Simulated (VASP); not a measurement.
# BN (R3m) in VASP: further runs, part 2 of 2

VASP 6.6.1.

**3. Electric field gradients, PBE (equal xy, yz and zx shear strains of -2 %)**

INCAR reads:

```
SYSTEM = BN
PREC = Accurate ; ENCUT = 520
EDIFF = 1E-8 ; ISMEAR = -1
SIGMA = 0.03 ; LREAL = .False.
LASPH = .True. ; NELM = 60
ALGO = Normal ; ISIF = 2
LWAVE = .False. ; LCHARG = .False.
GGA = PE ; LEFG = .True.
NBANDS = 11
```

KPOINTS reads:

```
Automatic mesh
0
Gamma
  13 13 13
  0 0 0
```

POSCAR reads:

```
BN
1.0
   -0.0361500000      1.7894250000      1.7894250000
    1.7894250000     -0.0361500000      1.7894250000
    1.7894250000      1.7894250000     -0.0361500000
B N
1 1
Direct
    0.0000000000      0.0000000000      0.0000000000
    0.7500000000      0.7500000000      0.7500000000
```

Potentials or basis: VASP PAW PBE potentials, release 64 (B, N).

The run is started by

```
> cat potpaw_PBE.64/B/POTCAR potpaw_PBE.64/N/POTCAR > POTCAR
> mpirun -np 1 vasp_std > vasp.out
```

OUTCAR:

```text
SYSTEM = BN
   PREC = Accurate
   ENCUT = 520
   EDIFF = 1E-8
   ISMEAR = -1
   LREAL = .False.
   LASPH = .True.
   NELM = 60
   ISIF = 2
   GGA = PE

 ion  position               nearest neighbor table
   1  0.000  0.000  0.000-   2 1.53   2 1.58   2 1.58   2 1.58
   2  0.750  0.750  0.750-   1 1.53   1 1.58   1 1.58   1 1.58

  LATTYP: Found a trigonal (rhomboedric) cell.
 ALAT       =     2.5308872918
 COS(alpha) =     0.4797000918

  Lattice vectors:

 A1 = (  -0.0361500000,   1.7894250000,   1.7894250000)
 A2 = (   1.7894250000,  -0.0361500000,   1.7894250000)
 A3 = (   1.7894250000,   1.7894250000,  -0.0361500000)

Analysis of symmetry for initial positions (statically):
=====================================================================
 Subroutine PRICEL returns:
 Original cell was already a primitive cell.

 Routine SETGRP: Setting up the symmetry group for a
[... 524 lines left out ...]
  energy-cutoff  :      520.00
  volume of cell :       11.81
      direct lattice vectors                 reciprocal lattice vectors
    -0.036150000  1.789425000  1.789425000    -0.271091552  0.276681068  0.276681068
     1.789425000 -0.036150000  1.789425000     0.276681068 -0.271091552  0.276681068
     1.789425000  1.789425000 -0.036150000     0.276681068  0.276681068 -0.271091552

 POSITION                                       TOTAL-FORCE (eV/Angst)
 -----------------------------------------------------------------------------------
      0.00000      0.00000      0.00000         0.065383      0.065383      0.065383
      2.65702      2.65702      2.65703        -0.065383     -0.065383     -0.065383
 -----------------------------------------------------------------------------------
    total drift:                                0.000015      0.000015      0.000015

  FREE ENERGIE OF THE ION-ELECTRON SYSTEM (eV)
  ---------------------------------------------------
  free  energy   TOTEN  =       -17.4291673312 eV

  energy  without entropy=      -17.4291673312  energy(sigma->0) =      -17.42916733

 Electric field gradients (V/A^2)
---------------------------------------------------------------------
 ion       V_xx      V_yy      V_zz      V_xy      V_xz      V_yz
---------------------------------------------------------------------
   1      -0.000     0.000    -0.000    -1.295    -1.295    -1.295
   2      -0.000    -0.000     0.000    -3.293    -3.293    -3.293
---------------------------------------------------------------------

 Electric field gradients after diagonalization (V/A^2)
 (convention: |V_zz| > |V_xx| > |V_yy|)
----------------------------------------------------------------------
 ion       V_xx      V_yy      V_zz     asymmetry (V_yy - V_xx)/ V_zz
----------------------------------------------------------------------
   1       1.295     1.295    -2.590       0.000
   2       3.293     3.293    -6.586       0.000
----------------------------------------------------------------------

           NMR quadrupolar parameters

 Cq : quadrupolar parameter    Cq=e*Q*V_zz/h
 eta: asymmetry parameters     (V_yy - V_xx)/ V_zz
 Q  : nuclear electric quadrupole moment in mb (millibarn)
----------------------------------------------------------------------
 ion       Cq(MHz)       eta       Q (mb)
----------------------------------------------------------------------
   1      -0.006       0.000       1.000
   2      -0.016       0.000       1.000
----------------------------------------------------------------------
```

OSZICAR:

```text
N       E                     dE             d eps       ncg     rms          rms(c)
DAV:   1     0.107042914323E+02    0.10704E+02   -0.50112E+03  5205   0.728E+02
DAV:   2    -0.178914202973E+02   -0.28596E+02   -0.27780E+02  6068   0.165E+02
DAV:   3    -0.183999125312E+02   -0.50849E+00   -0.50763E+00  6038   0.189E+01
DAV:   4    -0.184004923277E+02   -0.57980E-03   -0.57979E-03  5396   0.712E-01
DAV:   5    -0.184004928605E+02   -0.53288E-06   -0.53297E-06  5856   0.213E-02    0.672E+00
DAV:   6    -0.175160849665E+02    0.88441E+00   -0.29510E+00  5388   0.992E+00    0.327E+00
DAV:   7    -0.174433558654E+02    0.72729E-01   -0.10552E-01  5751   0.268E+00    0.193E+00
DAV:   8    -0.174288962485E+02    0.14460E-01   -0.35973E-02  5737   0.138E+00    0.195E-01
DAV:   9    -0.174290745591E+02   -0.17831E-03   -0.10099E-03  5343   0.267E-01    0.847E-02
DAV:  10    -0.174291618087E+02   -0.87250E-04   -0.12729E-04  5581   0.962E-02    0.153E-02
DAV:  11    -0.174291671722E+02   -0.53636E-05   -0.90987E-06  5864   0.251E-02    0.105E-02
DAV:  12    -0.174291672963E+02   -0.12406E-06   -0.14167E-06  5619   0.834E-03    0.102E-03
DAV:  13    -0.174291673090E+02   -0.12741E-07   -0.37054E-08  5797   0.179E-03    0.519E-04
DAV:  14    -0.174291673307E+02   -0.21695E-07   -0.43024E-09  2808   0.502E-04    0.974E-05
DAV:  15    -0.174291673312E+02   -0.54445E-09   -0.23635E-10  2568   0.194E-04
   1 F= -.17429167E+02 E0= -.17429167E+02  d E =-.174341E-11
```

Run time: 18 s. Hardware: 1 thread of Intel Xeon 6975P-C, shared host; peak memory 0.14 GiB.

What came out:

```yaml
Free_energy: -17.4292 eV
Pressure: 3.9 GPa
Largest_force: 0.113 eV/Å
Band_gap_on_the_k_mesh: 4.45 eV, indirect (least direct gap 8.50 eV)
```

Forces in eV/Å, atoms in the order of the input:
```
B    0.065  0.065  0.065
N   -0.065 -0.065 -0.065
```

Levels at points of the mesh, in eV from the valence-band top:
| k point | band 1 | band 2 | band 3 | band 4 | band 5 | band 6 | band 7 | band 8 | band 9 |
| --- | --- | --- | --- | --- | --- | --- | --- | --- | --- |
| (0.00, 0.00, 0.00) | -20.30 | -0.09 | -0.09 | 0.00 | 8.50 | 8.50 | 8.94 | 10.68 | 24.70 |

Electric field gradients, principal values (V/Å²):
```csv
atom,least,middle,greatest (by size)
1 B,1.295,1.295,-2.590
2 N,3.293,3.293,-6.586
```

Caveat: the cell differs from its parent crystal (equal xy, yz and zx shear strains of -2 %); without QUAD_EFG the Cq values of the log hold for a quadrupole moment of 1 mb, not for the nuclei. A k mesh can miss the band edges.

**4. Electric field gradients, PBE (equal xy, yz and zx shear strains of +1 %)**

INCAR reads:

```
SYSTEM = BN
PREC     = Accurate       ! precision mode
ENCUT    = 520            ! plane-wave cutoff, eV
EDIFF    = 1E-8           ! SCF threshold, eV
ISMEAR   = -1             ! smearing method
SIGMA    = 0.03           ! smearing width, eV
LREAL    = .False.        ! projectors in reciprocal space
LASPH    = .True.         ! aspherical terms in the spheres
NELM     = 100            ! most SCF steps
ALGO     = Normal         ! electronic algorithm
ISIF     = 2              ! what is computed and relaxed
LWAVE    = .False.        ! write WAVECAR
LCHARG   = .False.        ! write CHGCAR
GGA      = PE             ! functional
LEFG     = .True.       
NBANDS   = 11             ! bands
```

KPOINTS reads:

```
regular mesh
0
Gamma
  13 13 13
  0 0 0
```

POSCAR reads:

```
BN
1.0
    0.0180750000      1.8165375000      1.8165375000
    1.8165375000      0.0180750000      1.8165375000
    1.8165375000      1.8165375000      0.0180750000
B N
1 1
Direct
    0.0000000000      0.0000000000      0.0000000000
    0.7500000000      0.7500000000      0.7500000000
```

Potentials or basis: VASP PAW PBE potentials, release 64 (B, N).

The run is started by

```
> cat potpaw_PBE.64/B/POTCAR potpaw_PBE.64/N/POTCAR > POTCAR
> mpirun -np 1 vasp_std > vasp.out
```

OUTCAR:

```text
SYSTEM = BN
   PREC = Accurate
   ENCUT = 520
   EDIFF = 1E-8
   ISMEAR = -1
   LREAL = .False.
   LASPH = .True.
   NELM = 100
   ISIF = 2
   GGA = PE

 ion  position               nearest neighbor table
   1  0.000  0.000  0.000-   2 1.56   2 1.56   2 1.56   2 1.58
   2  0.750  0.750  0.750-   1 1.56   1 1.56   1 1.56   1 1.58

  LATTYP: Found a trigonal (rhomboedric) cell.
 ALAT       =     2.5690355551
 COS(alpha) =     0.5099250056

  Lattice vectors:

 A1 = (   0.0180750000,   1.8165375000,   1.8165375000)
 A2 = (   1.8165375000,   0.0180750000,   1.8165375000)
 A3 = (   1.8165375000,   1.8165375000,   0.0180750000)

Analysis of symmetry for initial positions (statically):
=====================================================================
 Subroutine PRICEL returns:
 Original cell was already a primitive cell.

 Routine SETGRP: Setting up the symmetry group for a
 trigonal (rhombohedral) supercell.

 Subroutine GETGRP returns: Found  6 space group operations
 (whereof  6 operations were pure point group operations)
 out of a pool of 12 trial point group operations.

The static configuration has the point symmetry C_3v.

Analysis of symmetry for dynamics (positions and initial velocities):
=====================================================================
 Subroutine PRICEL returns:
 Original cell was already a primitive cell.

 Routine SETGRP: Setting up the symmetry group for a
 trigonal (rhombohedral) supercell.

 Subroutine GETGRP returns: Found  6 space group operations
 (whereof  6 operations were pure point group operations)
 out of a pool of 12 trial point group operations.

The dynamic configuration has the point symmetry C_3v.
[... 162 lines left out ...]
      8      17.8237      0.00000
      9      32.1567      0.00000
     10      35.1770      0.00000
     11      35.1770      0.00000
[... 309 lines left out ...]
 k-point    24 :       0.4615    0.1538    0.0000
  band No.  band energies     occupation
      1      -8.8279      2.00000
      2      -1.8260      2.00000
      3       4.1089      2.00000
      4       4.5204      2.00000
      5      16.2092      0.00000
      6      19.4885      0.00000
      7      19.8870      0.00000
      8      22.2288      0.00000
      9      28.3094      0.00000
     10      33.6314      0.00000
     11      35.2761      0.00000

 [... further k-points ...]
[... 5 lines left out ...]
  --------------------------------------------------------------------------------------
  -------------------------------------------------------------------------------------
  Total        0.2526926      0.2526926      0.2526926     -0.3323309     -0.3323309     -0.3323309
  in kB       34.2823614     34.2823614     34.2823614    -45.0867481    -45.0867481    -45.0867481
  external PRESSURE =      34.2823614 kB  Pullay stress =       0.0000000 kB

 VOLUME and BASIS-vectors are now :
 -----------------------------------------------------------------------------
  energy-cutoff  :      520.00
  volume of cell :       11.81
      direct lattice vectors                 reciprocal lattice vectors
     0.018075000  1.816537500  1.816537500    -0.279391562  0.276638936  0.276638936
     1.816537500  0.018075000  1.816537500     0.276638936 -0.279391562  0.276638936
     1.816537500  1.816537500  0.018075000     0.276638936  0.276638936 -0.279391562

 POSITION                                       TOTAL-FORCE (eV/Angst)
 -----------------------------------------------------------------------------------
      0.00000      0.00000      0.00000        -0.012552     -0.012552     -0.012552
      2.73836      2.73836      2.73836         0.012552      0.012552      0.012552
 -----------------------------------------------------------------------------------
    total drift:                               -0.000010     -0.000010     -0.000010

  FREE ENERGIE OF THE ION-ELECTRON SYSTEM (eV)
  ---------------------------------------------------
  free  energy   TOTEN  =       -17.4447985320 eV

  energy  without entropy=      -17.4447985320  energy(sigma->0) =      -17.44479853

 Electric field gradients (V/A^2)
---------------------------------------------------------------------
 ion       V_xx      V_yy      V_zz      V_xy      V_xz      V_yz
---------------------------------------------------------------------
   1      -0.000    -0.000    -0.000     0.630     0.630     0.630
   2      -0.000     0.000     0.000     1.635     1.635     1.635
---------------------------------------------------------------------

 Electric field gradients after diagonalization (V/A^2)
 (convention: |V_zz| > |V_xx| > |V_yy|)
----------------------------------------------------------------------
 ion       V_xx      V_yy      V_zz     asymmetry (V_yy - V_xx)/ V_zz
----------------------------------------------------------------------
   1      -0.630    -0.630     1.261       0.000
   2      -1.635    -1.635     3.270       0.000
----------------------------------------------------------------------

           NMR quadrupolar parameters

 Cq : quadrupolar parameter    Cq=e*Q*V_zz/h
 eta: asymmetry parameters     (V_yy - V_xx)/ V_zz
 Q  : nuclear electric quadrupole moment in mb (millibarn)
----------------------------------------------------------------------
 ion       Cq(MHz)       eta       Q (mb)
----------------------------------------------------------------------
   1       0.003       0.000       1.000
   2       0.008       0.000       1.000
----------------------------------------------------------------------
```

OSZICAR:

```text
N       E                     dE             d eps       ncg     rms          rms(c)
DAV:   1     0.105935954247E+02    0.10594E+02   -0.49977E+03  5226   0.725E+02
DAV:   2    -0.178695993905E+02   -0.28463E+02   -0.27665E+02  6099   0.165E+02
DAV:   3    -0.184107251953E+02   -0.54113E+00   -0.54013E+00  6039   0.193E+01
DAV:   4    -0.184114098466E+02   -0.68465E-03   -0.68464E-03  5418   0.755E-01
DAV:   5    -0.184114104522E+02   -0.60556E-06   -0.60554E-06  5838   0.223E-02    0.671E+00
DAV:   6    -0.175310423679E+02    0.88037E+00   -0.29388E+00  5352   0.990E+00    0.327E+00
DAV:   7    -0.174588850954E+02    0.72157E-01   -0.10438E-01  5721   0.267E+00    0.192E+00
DAV:   8    -0.174445290744E+02    0.14356E-01   -0.35659E-02  5658   0.137E+00    0.193E-01
DAV:   9    -0.174447054824E+02   -0.17641E-03   -0.96991E-04  5343   0.260E-01    0.840E-02
DAV:  10    -0.174447931463E+02   -0.87664E-04   -0.12332E-04  5599   0.948E-02    0.151E-02
DAV:  11    -0.174447984728E+02   -0.53264E-05   -0.92002E-06  5841   0.250E-02    0.105E-02
DAV:  12    -0.174447985362E+02   -0.63412E-07   -0.15432E-06  5619   0.852E-03    0.691E-04
DAV:  13    -0.174447985320E+02    0.41579E-08   -0.26575E-08  5760   0.156E-03
   1 F= -.17444799E+02 E0= -.17444799E+02  d E =-.213319E-12
```

It took 17 s on 1 thread of Intel Xeon 6975P-C, shared host; peak memory 0.14 GiB.

What came out:

| Item | Value |
| --- | --- |
| Free energy | -17.4448 eV |
| Pressure | 3.4 GPa |
| Largest force | 0.022 eV/Å |
| Band gap on the k mesh | 4.51 eV, indirect (least direct gap 8.47 eV) |

Forces on the atoms (eV/Å):
```
B   -0.013 -0.013 -0.013
N    0.013  0.013  0.013
```

Levels at points of the mesh, in eV from the valence-band top:
| k point | band 2 | band 3 | band 4 | band 5 | band 6 | band 7 |
| --- | --- | --- | --- | --- | --- | --- |
| (0.00, 0.00, 0.00) | -0.06 | 0.00 | 0.00 | 8.47 | 8.93 | 8.93 |

Electric field gradients, principal values (V/Å²):
| atom | least | middle | greatest (by size) |
| --- | --- | --- | --- |
| 1 B | -0.630 | -0.630 | 1.261 |
| 2 N | -1.635 | -1.635 | 3.270 |

Caveat: the cell differs from its parent crystal (equal xy, yz and zx shear strains of +1 %); without QUAD_EFG the Cq values of the log hold for a quadrupole moment of 1 mb, not for the nuclei.

**5. Summary**

```csv
cell,gap on the mesh (eV),pressure (GPa),largest force (eV/Å)
"a = 2.582 Å, angles 58.7°, 2 atoms",4.47,3.8,0.02
"a = 2.531 Å, angles 61.3°, 2 atoms",4.45,3.9,0.11
"a = 2.569 Å, angles 59.3°, 2 atoms",4.51,3.4,0.02
```

Alike in all rows: task electric field gradients; level PBE; potentials or basis VASP PAW PBE potentials, release 64 (B, N); no spin polarisation; k mesh 13 × 13 × 13; cutoff (eV) 520; smearing fermi-dirac 0.03 eV.

Absolute energies hang on the potentials; compare differences alone.
